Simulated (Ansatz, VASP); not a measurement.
# One calculation of AlNi3, two programs

INCAR

```
ALGO     = Normal         # electronic algorithm
EDIFF    = 1E-7           # SCF threshold, eV
ENCUT    = 520            # plane-wave cutoff, eV
GGA      = PE             # functional
ISIF     = 2              # what is computed and relaxed
ISMEAR   = 0              # smearing method
LASPH    = True           # aspherical terms in the spheres
LCHARG   = False          # write CHGCAR
LREAL    = False          # projectors in reciprocal space
LWAVE    = False          # write WAVECAR
NBANDS   = 24             # bands
NELM     = 60             # most SCF steps
PREC     = Accurate       # precision mode
SIGMA    = 0.15           # smearing width, eV
```

Contents of KPOINTS:

```
k-points
0
Gamma
  14 14 14
```

Contents of POSCAR:

```
AlNi3
1.0
    0.0000000000      2.7845234571      2.7845234571
    2.7845234571      0.0000000000      2.7845234571
    2.7845234571      2.7845234571      0.0000000000
Al Ni
1 3
Direct
    0.5000000000      0.5000000000      0.5000000000
    0.2500000000      0.2500000000      0.2500000000
    0.0000000000      0.0000000000      0.0000000000
    0.7500000000      0.7500000000      0.7500000000
```

Input for Ansatz:

```yaml
crystal:
  lattice:
    - [0.0, 2.7845234571, 2.7845234571]
    - [2.7845234571, 0.0, 2.7845234571]
    - [2.7845234571, 2.7845234571, 0.0]
  atoms:
    - { symbol: Al, position: [0.5, 0.5, 0.5] }
    - { symbol: Ni, position: [0.25, 0.25, 0.25] }
    - { symbol: Ni, position: [0.0, 0.0, 0.0] }
    - { symbol: Ni, position: [0.75, 0.75, 0.75] }
basis:
  ecutwfc: 520.0
kpoints:
  mp_grid: { grid: [14, 14, 14] }
hamiltonian:
  xc: pbe
  pseudopotentials: { kind: paw, azcp: { folder: soft_1 } }
scf:
  occupations: { method: gaussian, width: 0.15 }
output:
  forces: true
  stress: true
  eigenvalues: true
  write_density: true
  write_potential: true
  elf: true
  volumetric_format: npy
```

Alike in both runs: task single point; functional PBE; k mesh 14 × 14 × 14; occupations gaussian, width 0.15 eV; no spin polarisation.

|  | VASP | Ansatz |
| --- | --- | --- |
| version | VASP 6.6.1 | Ansatz 0.2.0 |
| potentials or method | VASP PAW PBE potentials, release 64 (Al, Ni), cutoff 520 eV | scalar-relativistic, plane waves, PAW |
| valence electrons in the cell | 33 | 57 |

|  | VASP | Ansatz | Ansatz less VASP |
| --- | --- | --- | --- |
| gap on the k mesh at the Fermi level (eV) | none | none | - |
| pressure (GPa) | 11.1 | 11.2 | +0.06 |

A gap of «none» marks a metal or a gap that the smearing closes. VASP's potentials hold 33 valence electrons a cell and Ansatz's 57, so a difference there can come from the potentials and not from the codes.
